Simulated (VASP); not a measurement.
Input of a VASP 6.6.1 run:

INCAR

```
ALGO     = Normal         # electronic algorithm
EDIFF    = 1E-6           # SCF threshold, eV
ENCUT    = 520            # plane-wave cutoff, eV
GGA      = PE             # functional
ISIF     = 2              # what is computed and relaxed
ISMEAR   = 0              # smearing method
LASPH    = True           # aspherical terms in the spheres
LCHARG   = False          # write CHGCAR
LREAL    = False          # projectors in reciprocal space
LWAVE    = False          # write WAVECAR
NBANDS   = 7              # bands
NELM     = 100            # most SCF steps
PREC     = Accurate       # precision mode
SIGMA    = 0.1            # smearing width, eV
```

KPOINTS

```
k-points
0
Gamma
  15 15 14
```

Contents of POSCAR:

```
Mg
1.0
    3.2597943908      0.0000000000      0.0000000000
   -1.6298971955      2.8230647536      0.0000000000
    0.0000000000      0.0000000000      2.9799216330
Mg
1
Direct
    0.0000000000      0.0000000000      0.0000000000
```

Potentials or basis: VASP PAW PBE potentials, release 64 (Mg).

The run is started by

```sh
$ cat potpaw_PBE.64/Mg/POTCAR > POTCAR
$ mpirun -np 1 vasp_std > vasp.out
```

Estimate the pressure.

-1.7 GPa.

Predict the band gap on the k mesh.

zero (band 1 reaches 4.77 eV, above the bottom of band 2 at -0.13 eV).

Stress tensor (GPa, compression positive):
```
-3.52  0.00  0.00
 0.00 -3.52  0.00
 0.00  0.00  1.85
```

Caveat: the cell differs from its parent crystal (strained).
